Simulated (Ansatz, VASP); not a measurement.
WS2: VASP beside Ansatz

```
CELL_PARAMETERS angstrom
3.18852 0.00000 0.00000
-1.59426 2.76134 0.00000
0.00000 0.00000 16.95067
ATOMIC_POSITIONS crystal
W 0.33333 0.66667 0.00000
S 0.66667 0.33333 0.90732
S 0.66667 0.33333 0.09268
```

Alike in both runs: functional PBE; k mesh 12 × 12 × 2; occupations gaussian, width 0.02 eV; no spin polarisation.

Ansatz relaxed the structure, and its values are those at the end. VASP's run is a single point on that final structure, the one shown.

|  | VASP | Ansatz |
| --- | --- | --- |
| version | VASP 6.6.1 | Ansatz 0.2.0 |
| potentials or method | VASP PAW PBE potentials, release 64 (W_sv, S), cutoff 520 eV | scalar-relativistic, plane waves, PAW |
| valence electrons in the cell | 26 | 26 |

```tsv
	VASP	Ansatz	Ansatz less VASP
gap on the k mesh at the Fermi level (eV)	1.81	1.81	-0.003
least direct gap on the mesh (eV)	1.81	1.81	-0.003
```

Ansatz's warnings: xc potential rough in thin density.

Neither program's run includes spin-orbit coupling.
